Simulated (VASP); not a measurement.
The system is Sr3O.

```xyz
4
Lattice="4.6863 0.0000 0.0000 0.0000 4.6863 0.0000 0.0000 0.0000 4.6863" Properties=species:S:1:pos:R:3 pbc="T T T"
Sr    0.0000    2.3432    2.3432
Sr    2.3432    0.0000    2.3432
Sr    2.3432    2.3432    0.0000
O     0.0000    0.0000    0.0000
```

```yaml
Program: VASP 6.6.1
Task: relaxation of cell and atoms
Functional: PBE
Potentials_or_basis: VASP PAW PBE potentials, release 64 (Sr_sv, O)
Cutoff: 600 eV
k_mesh: 4 × 4 × 4
Occupations: gaussian, width 0.1 eV
Spin: no spin polarisation
```

At the start: pressure 7.9 GPa; volume 25.73 Å³/atom.

Task: Where does the relaxation end?

Result: Over 4 steps the energy falls by 226.5 meV/atom and the volume is 36.17 Å³/atom (+40.6 %); space group Pm-3m (No. 221, to 0.05 Å).

The path:
```tsv
step	energy change (eV)	largest force (eV/Å)	pressure (GPa)	volume (Å³)
1	0.0000	0.0000	7.85	102.92
2	-0.6886	0.0000	3.65	122.87
3	-0.8864	0.0000	-0.83	151.23
4	-0.9059	0.0000	-0.10	144.69
```

Final structure:
```
CELL_PARAMETERS angstrom
5.24987 0.00000 0.00000
0.00000 5.24987 0.00000
0.00000 0.00000 5.24987
ATOMIC_POSITIONS crystal
Sr 0.00000 0.50000 0.50000
Sr 0.50000 0.00000 0.50000
Sr 0.50000 0.50000 0.00000
O 0.00000 0.00000 0.00000
```

Caveat: the volume moved by over 15 % at a fixed basis, so the end points are rough.
